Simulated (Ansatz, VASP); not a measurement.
Two plane-wave programs on K

Contents of INCAR:

```
SYSTEM = K
ALGO = Fast
EDIFF = 1E-6
ENCUT = 520
GGA = PS
ISIF = 2
ISMEAR = 0
LASPH = .TRUE.
LCHARG = .FALSE.
LREAL = .FALSE.
LWAVE = .FALSE.
NBANDS = 10
NELM = 60
PREC = Accurate
SIGMA = 0.15
```

Contents of KPOINTS:

```
k-points
0
G
  14 14 14
  0 0 0
```

File POSCAR:

```
K
1.0
   -2.7489000000      2.7489000000      2.5525500000
    2.7489000000     -2.7489000000      2.5525500000
    2.7489000000      2.7489000000     -2.5525500000
K
1
Direct
    0.0000000000      0.0000000000      0.0000000000
```

Input for Ansatz:

```yaml
crystal:
  lattice:
    - [-2.7489, 2.7489, 2.55255]
    - [2.7489, -2.7489, 2.55255]
    - [2.7489, 2.7489, -2.55255]
  atoms:
    - { symbol: K, position: [0.0, 0.0, 0.0] }
basis:
  ecutwfc: 420
kpoints:
  mp_grid: { grid: [14, 14, 14] }
hamiltonian:
  xc: pbesol
scf:
  occupations: { method: gaussian, width: 0.15 }
output:
  forces: true
  stress: true
  eigenvalues: true
```

Change from the starting cell: strain +0.050 along x and y, -0.025 along z, atoms carried along.

Alike in both runs: task single point; functional PBEsol; k mesh 14 × 14 × 14; occupations gaussian, width 0.15 eV; no spin polarisation.

```csv
,VASP,Ansatz
version,VASP 6.6.1,Ansatz 0.2.0
potentials or method,"VASP PAW PBE potentials, release 64 (K_sv), cutoff 520 eV","scalar-relativistic, plane waves, PAW"
valence electrons in the cell,9,9
```

```tsv
	VASP	Ansatz	Ansatz less VASP
gap on the k mesh at the Fermi level (eV)	none	none	-
pressure (GPa)	-0.3	-0.3	+0.01
```

VASP's potentials were made for PBE, not for PBEsol. A gap of «none» marks a metal or a gap that the smearing closes.
